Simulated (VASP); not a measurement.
TaN, 4 atoms in the cell. Symmetry: P2_1, No. 4, monoclinic system. The conventional cell has a = 2.889 Å, b = 5.860 Å, c = 2.889 Å, α = 90.00°, β = 120.00°, γ = 90.00°. Within 2.9 Å of Ta (site symmetry 1) lie 6 N at 2.17 to 2.27 Å and 6 Ta at 2.89 Å. N (site symmetry 1) has 6 Ta at 2.17 to 2.27 Å and 6 N at 2.89 Å within 2.9 Å.  This cell differs from its parent crystal: mode 4 frozen in at -0.047 Å and mode 5 at -0.047 Å (largest displacements).

| Quantity | Value |
| --- | --- |
| Program | VASP 6.6.1 |
| Task | single point |
| Functional | PBEsol |
| Potentials or basis | VASP PAW PBE potentials, release 64 (Ta_pv, N) |
| Cutoff | 520 eV |
| k mesh | 15 × 15 × 8 |
| Occupations | gaussian, width 0.15 eV |
| Spin | no spin polarisation |
| Dipole correction | no |
| Further INCAR settings | ALGO = Normal; EDIFF = 1e-07; NBANDS = 24 |

Potentials or basis: VASP PAW PBE potentials, release 64 (Ta_pv, N).

Run with:

```console
$ cat potpaw_PBE.64/Ta_pv/POTCAR potpaw_PBE.64/N/POTCAR > POTCAR
$ mpirun -np 1 vasp_std > vasp.out
```

Hardware: 1 thread of AMD EPYC 9R45 96-Core Processor (Zen 5) (shared host).

Task: How long does it take, and how much memory?

Result: It took 6.1 min on 1 thread of AMD EPYC 9R45 96-Core Processor (Zen 5), with other jobs on the host, peak memory 0.54 GiB. Counts: scf iterations 15, k points 565.
